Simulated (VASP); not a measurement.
# Be (P6_3/mmc) in VASP: further runs, part 2 of 2

VASP 6.6.1.

## Step 3: Relaxation of cell and atoms, PBEsol

This run uses another cell than the first one, of 8.11 Å³/atom, 1.035 times its volume.

Input file INCAR:

```
SYSTEM = Be
ALGO = Normal
EDIFF = 1E-6
EDIFFG = -0.02
ENCUT = 600
GGA = PS
IBRION = 2
ISIF = 3
ISMEAR = 0
LASPH = .TRUE.
LCHARG = .FALSE.
LREAL = .FALSE.
LWAVE = .FALSE.
NELM = 60
NSW = 80
PREC = Accurate
SIGMA = 0.05
```

Input file KPOINTS:

```
k-points
0
G
  12 12 7
  0 0 0
```

Input file POSCAR:

```
Be
1.0
    2.2853000000      0.0000000000      0.0000000000
   -1.1426500000      1.9791278553      0.0000000000
    0.0000000000      0.0000000000      3.5842000000
Be
2
Direct
    0.3333330000      0.6666670000      0.2500000000
    0.6666670000      0.3333330000      0.7500000000
```

Potentials or basis: VASP PAW PBE potentials, release 64 (Be).

Command:

```bash
$ cat potpaw_PBE.64/Be/POTCAR > POTCAR
$ mpirun -np 1 vasp_std > vasp.out
```

OUTCAR:

```text
SYSTEM = Be
   EDIFF = 1E-6
   EDIFFG = -0.02
   ENCUT = 600
   GGA = PS
   IBRION = 2
   ISIF = 3
   ISMEAR = 0
   LASPH = .TRUE.
   LREAL = .FALSE.
   NELM = 60
   NSW = 80
   PREC = Accurate

 ion  position               nearest neighbor table
   1  0.333  0.667  0.250-   2 2.23   2 2.23   2 2.23   2 2.23   2 2.23   2 2.23
   2  0.667  0.333  0.750-   1 2.23   1 2.23   1 2.23   1 2.23   1 2.23   1 2.23

  LATTYP: Found a hexagonal cell.
 ALAT       =     2.2853000000
 C/A-ratio  =     1.5683717674

  Lattice vectors:

 A1 = (   2.2853000000,   0.0000000000,   0.0000000000)
 A2 = (  -1.1426500000,   1.9791278553,   0.0000000000)
 A3 = (   0.0000000000,   0.0000000000,   3.5842000000)

Analysis of symmetry for initial positions (statically):
=====================================================================
 Subroutine PRICEL returns:
 Original cell was already a primitive cell.

 Routine SETGRP: Setting up the symmetry group for a
 hexagonal supercell.

 Subroutine GETGRP returns: Found 24 space group operations
 (whereof 12 operations were pure point group operations)
 out of a pool of 24 trial point group operations.

The static configuration has the point symmetry D_3d.
 The point group associated with its full space group is D_6h.

Analysis of symmetry for dynamics (positions and initial velocities):
=====================================================================
 Subroutine PRICEL returns:
 Original cell was already a primitive cell.

 Routine SETGRP: Setting up the symmetry group for a
 hexagonal supercell.

 Subroutine GETGRP returns: Found 24 space group operations
 (whereof 12 operations were pure point group operations)
 out of a pool of 24 trial point group operations.

The dynamic configuration has the point symmetry D_3d.
 The point group associated with its full space group is D_6h.

 Subroutine INISYM returns: Found 24 space group operations
[... 122 lines left out ...]
   GGA     = PS    functional components
   LHFCALC =     F    Hartree Fock is set to
   AEXX    =    0.0000 exact exchange contribution
   IVDW    =     0    specifies the selected vdW correction
   LEPSILON=     F    determine dielectric tensor
   LRPA    =     F    only Hartree local field effects (RPA)
 conjugate gradient relaxation of ions
 non-spin polarized calculation
 Gauss-broadening in eV      SIGMA  =   0.05
  energy-cutoff  :      600.00
  volume of cell :       16.21
 maximum number of plane-waves:       557
   NGX =  9   NGY =  9   NGZ = 15

--------------------------------------- Ionic step        1  -------------------------------------------

 number of electron       4.0000000 magnetization

 Free energy of the ion-electron system (eV)
  ---------------------------------------------------
  ext. energy  EPLUGINS =         0.00000000
  ---------------------------------------------------
  free energy    TOTEN  =        -7.99992565 eV

  energy without entropy =       -7.99954963  energy(sigma->0) =       -7.99973764

------------------------ aborting loop because EDIFF is reached ----------------------------------------

  FORCE on cell =-STRESS in cart. coord.  units (eV):
  Direction    XX          YY          ZZ          XY          YZ          ZX
  --------------------------------------------------------------------------------------
  -------------------------------------------------------------------------------------
  Total       -0.4130934     -0.4130934     -0.2823548      0.0000000      0.0000000      0.0000000
  in kB      -40.8271933    -40.8271933    -27.9059282      0.0000000      0.0000000      0.0000000
  external PRESSURE =     -36.5201049 kB  Pullay stress =       0.0000000 kB
[... 59 lines left out ...]
--------------------------------------- Ionic step        3  -------------------------------------------

 number of electron       4.0000000 magnetization

 Free energy of the ion-electron system (eV)
  ---------------------------------------------------
  ext. energy  EPLUGINS =         0.00000000
  ---------------------------------------------------
  free energy    TOTEN  =        -8.00599638 eV

  energy without entropy =       -8.00563231  energy(sigma->0) =       -8.00581434

 E-fermi :   7.4914     XC(G=0): -10.6298

 val. band max:        6.8015465046   @ k =   0.3333   0.0833   0.0000
 cond. band min:       7.5126570969   @ k =   0.2500   0.1667   0.0000
 fundamental gap:      0.7111105923
 Fermi energy:         7.4913824350

 k-point     1 :       0.0000    0.0000    0.0000
  band No.  band energies     occupation
      1      -4.3105      2.00000
      2       2.5886      2.00000
      3       8.2223      0.00000
      4      23.1413      0.00000
      5      23.1413      0.00000
      6      26.0017      0.00000
[... 199 lines left out ...]
 k-point    24 :       0.3333    0.0000    0.1429
  band No.  band energies     occupation
      1      -0.9474      2.00000
      2       5.0541      2.00000
      3       9.1617      0.00000
      4      13.8703      0.00000
      5      17.7013      0.00000
      6      17.9508      0.00000

 [... further k-points ...]
[... 5 lines left out ...]
  --------------------------------------------------------------------------------------
  -------------------------------------------------------------------------------------
  Total       -0.0141034     -0.0141034      0.0355953      0.0000000      0.0000000     -0.0000000
  in kB       -1.4385304     -1.4385304      3.6306707      0.0000000      0.0000000     -0.0000000
  external PRESSURE =       0.2512033 kB  Pullay stress =       0.0000000 kB
[... 17 lines left out ...]
  FREE ENERGIE OF THE ION-ELECTRON SYSTEM (eV)
  ---------------------------------------------------
  free  energy   TOTEN  =        -8.0059963810 eV

  energy  without entropy=       -8.0056323086  energy(sigma->0) =       -8.00581434

 reached required accuracy - stopping structural energy minimisation
```

OSZICAR:

```text
N       E                     dE             d eps       ncg     rms          rms(c)
DAV:   1    -0.274267865722E+01   -0.27427E+01   -0.18606E+03   912   0.602E+02
DAV:   2    -0.799338262366E+01   -0.52507E+01   -0.51010E+01  1410   0.701E+01
DAV:   3    -0.803076181279E+01   -0.37379E-01   -0.37374E-01  1176   0.523E+00
DAV:   4    -0.803080358385E+01   -0.41771E-04   -0.41770E-04  1410   0.171E-01
DAV:   5    -0.803080359764E+01   -0.13791E-07   -0.13779E-07  1152   0.183E-03    0.121E+00
DAV:   6    -0.800917911346E+01    0.21624E-01   -0.22925E-03  1062   0.687E-01    0.737E-01
DAV:   7    -0.799992635370E+01    0.92528E-02   -0.33950E-03  1056   0.714E-01    0.130E-02
DAV:   8    -0.799992497319E+01    0.13805E-05   -0.13794E-05  1422   0.364E-02    0.549E-03
DAV:   9    -0.799992564876E+01   -0.67556E-06   -0.42522E-07  1008   0.642E-03
   1 F= -.79999256E+01 E0= -.79997376E+01  d E =-.799993E+01
       N       E                     dE             d eps       ncg     rms          rms(c)
DAV:   1    -0.800591582869E+01   -0.59909E-02   -0.21618E-02  1074   0.189E+00    0.590E-02
DAV:   2    -0.800587366125E+01    0.42167E-04   -0.32017E-05  1254   0.631E-02    0.365E-02
DAV:   3    -0.800585459994E+01    0.19061E-04   -0.14495E-05  1074   0.621E-02    0.138E-03
DAV:   4    -0.800585452699E+01    0.72952E-07   -0.65399E-08   780   0.260E-03
   2 F= -.80058545E+01 E0= -.80056710E+01  d E =-.592888E-02
       N       E                     dE             d eps       ncg     rms          rms(c)
DAV:   1    -0.800599686636E+01   -0.14227E-03   -0.63969E-04  1098   0.324E-01    0.103E-02
DAV:   2    -0.800599638102E+01    0.48534E-06   -0.93866E-07  1248   0.109E-02
   3 F= -.80059964E+01 E0= -.80058143E+01  d E =-.607073E-02
```

Wall time 4.7 s (1 thread of Intel Xeon 6975P-C (Granite Rapids), shared host); peak memory 0.13 GiB.

Results:

| Quantity | Value |
| --- | --- |
| Free energy | -8.0060 eV |
| Relaxed volume | 7.85 Å³/atom |
| Relaxed cell | a = 2.259 Å, b = 2.259 Å, c = 3.556 Å, α = 90.00°, β = 90.00°, γ = 120.00° |
| Space group after relaxing (to 0.05 Å) | P6_3/mmc (No. 194) |
| Energy gained by relaxing | 3.0 meV/atom |
| Ionic steps | 3 |
| Pressure after relaxing | 0.0 GPa |
| Band gap on the k mesh | zero (band 2 reaches 7.86 eV, above the bottom of band 3 at 5.97 eV) |

Step by step:
| step | energy change (eV) | largest force (eV/Å) | pressure (GPa) | volume (Å³) |
| --- | --- | --- | --- | --- |
| 1 | 0.0000 | 0.0000 | -3.65 | 16.21 |
| 2 | -0.0059 | 0.0000 | -0.55 | 15.78 |
| 3 | -0.0061 | 0.0000 | 0.03 | 15.71 |

Final structure:
```cif
data_structure
_symmetry_space_group_name_H-M 'P 1'
_symmetry_Int_Tables_number 1
_cell_length_a 2.2586
_cell_length_b 2.2586
_cell_length_c 3.5556
_cell_angle_alpha 90.000
_cell_angle_beta 90.000
_cell_angle_gamma 120.000
_cell_volume 15.71
loop_
_atom_site_label
_atom_site_type_symbol
_atom_site_fract_x
_atom_site_fract_y
_atom_site_fract_z
_atom_site_occupancy
Be1 Be 0.33333 0.66667 0.25000 1
Be2 Be 0.66667 0.33333 0.75000 1
```

Caveat: the PAW data sets were made with another functional, which shifts forces and pressure a little.
